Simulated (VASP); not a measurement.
Input of a VASP 6.6.1 run:

Contents of INCAR:

```
  PREC = Accurate
  ENCUT = 520
  EDIFF = 1E-7
  ISMEAR = 0
  SIGMA = 0.01
  LREAL = False
  LASPH = True
  NELM = 100
  ALGO = Normal
  ISIF = 2
  LWAVE = False
  LCHARG = False
  GGA = PE
  NBANDS = 24
```

The input KPOINTS:

```
regular mesh
0
Gamma
  6 6 4
```

The input POSCAR:

```
CaSe
1.0
    4.1316821759      0.0000000000      0.0000000000
   -2.0658410879      3.5781417247      0.0000000000
    0.0000000000      0.0000000000      7.1625032185
Ca Se
2 2
Direct
    0.0000000000      0.0000000000      0.0000000000
    0.0000000000      0.0000000000      0.5000000000
    0.3333333333      0.6666666667      0.2500000000
    0.6666666667      0.3333333333      0.7500000000
```

Potentials or basis: VASP PAW PBE potentials, release 64 (Ca_sv, Se).

Launch:

```sh
$ cat potpaw_PBE.64/Ca_sv/POTCAR potpaw_PBE.64/Se/POTCAR > POTCAR
$ mpirun -np 1 vasp_std > vasp.out
```

Q: What does it give for the band gap on the k mesh?

A: 2.19 eV, indirect (least direct gap 2.43 eV).

Q: What does it give for the pressure?

A: 0.8 GPa.

Stress tensor (GPa, compression positive):
```
0.74 0.00 0.00
0.00 0.74 0.00
0.00 0.00 0.91
```

A k mesh can miss the band edges. PBE gaps usually lie below the measured ones, often by a third to a half.
